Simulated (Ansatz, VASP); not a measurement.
**One calculation of PbF2, two programs**

```
Pb F
1.0
    -1.74413    1.74413    3.78203
     1.74413   -1.74413    3.78203
     1.74413    1.74413   -3.78203
Pb F
1 2
Direct
  0.00000 0.00000 0.00000
  0.33979 0.33979 0.00000
  0.66021 0.66021 0.00000
```

Change from the starting cell: species swapped into the Ti2Pd type (I4/mmm, No. 139).

Alike in both runs: functional PBE; k mesh 8 × 8 × 8; occupations gaussian, width 0.1 eV; no spin polarisation.

Ansatz relaxed the structure, and its values are those at the end. VASP's run is a single point on that final structure, the one shown.

```csv
,VASP,Ansatz
version,VASP 6.6.1,Ansatz 0.2.0
potentials or method,"VASP PAW PBE potentials, release 64 (Pb_d, F), cutoff 520 eV","scalar-relativistic, plane waves, PAW"
valence electrons in the cell,28,28
```

|  | VASP | Ansatz | Ansatz less VASP |
| --- | --- | --- | --- |
| gap on the k mesh at the Fermi level (eV) | 3.21 | 3.21 | +0.003 |
| least direct gap on the mesh (eV) | 3.21 | 3.21 | +0.003 |
| pressure (GPa) | -0.2 | 0.0 | +0.26 |
| rms of the force components (eV/Å) | 0.018 | 0.018 | -0.0004 |

Neither program's run includes spin-orbit coupling.
